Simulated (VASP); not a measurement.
Here is a VASP 6.6.1 calculation.

File POSCAR:

```
GaSb
1.0
    0.0000000000      2.9525862141      3.1340951486
    2.9525862141      0.0000000000      3.1340951486
    2.9525862141      2.9525862141      0.0000000000
Ga Sb
1 1
Direct
    0.0000000000      0.0000000000      0.0000000000
    0.2500000000      0.2500000000      0.2500000000
```

INCAR.step1

```
PREC     = Accurate       # precision mode
ENCUT    = 500            # plane-wave cutoff, eV
ISMEAR   = 0              # smearing method
SIGMA    = 0.02           # smearing width, eV
LREAL    = F              # projectors in reciprocal space
LASPH    = T              # aspherical terms in the spheres
NELM     = 120            # most SCF steps
GGA      = PE             # functional
ALGO     = Normal         # electronic algorithm
EDIFF    = 1E-5           # SCF threshold, eV
LWAVE    = T              # write WAVECAR
LCHARG   = F              # write CHGCAR
GGA_COMPAT= F            
IBRION   = 2              # ionic algorithm
EDIFFG   = -0.01          # ionic threshold
NELMIN   = 4            
NSW      = 100            # ionic steps
```

File INCAR.step2:

```
PREC     = Accurate       # precision mode
ENCUT    = 500            # plane-wave cutoff, eV
EDIFF    = 1E-7           # SCF threshold, eV
ISMEAR   = 0              # smearing method
SIGMA    = 0.02           # smearing width, eV
LREAL    = F              # projectors in reciprocal space
LASPH    = T              # aspherical terms in the spheres
NELM     = 120            # most SCF steps
ALGO     = Normal         # electronic algorithm
ISIF     = 2              # what is computed and relaxed
LWAVE    = F              # write WAVECAR
LCHARG   = F              # write CHGCAR
METAGGA  = R2SCAN         # meta-GGA
LMIXTAU  = T            
IBRION   = 2              # ionic algorithm
NSW      = 60             # ionic steps
EDIFFG   = -0.002         # ionic threshold
ISTART   = 1            
GGA_COMPAT= F            
NELMIN   = 4
```

The input KPOINTS:

```
Automatic mesh
0
Gamma
  8 8 8
```

Potentials or basis: VASP PAW PBE potentials, release 64 (Ga_d, Sb).

Command:

```sh
$ cat potpaw_PBE.64/Ga_d/POTCAR potpaw_PBE.64/Sb/POTCAR > POTCAR
$ cp INCAR.step1 INCAR
$ mpirun -np 1 vasp_std > vasp.out
$ cp INCAR.step2 INCAR
$ mpirun -np 1 vasp_std > vasp.out
```

Q: What does it give for the band gap on the k mesh?

A: 0.59 eV (least direct gap 0.64 eV).

Stress tensor (GPa, compression positive):
```
4.45 0.00 0.00
0.00 4.45 0.00
0.00 0.00 1.06
```

Caveat: the cell differs from its parent crystal (strained cell); semilocal functionals underestimate gaps, and a narrow one can read as zero; the PAW data sets were made with another functional, which shifts forces and pressure a little; spin-orbit coupling is left out, which moves the levels of the heavy elements. A k mesh can miss the band edges.
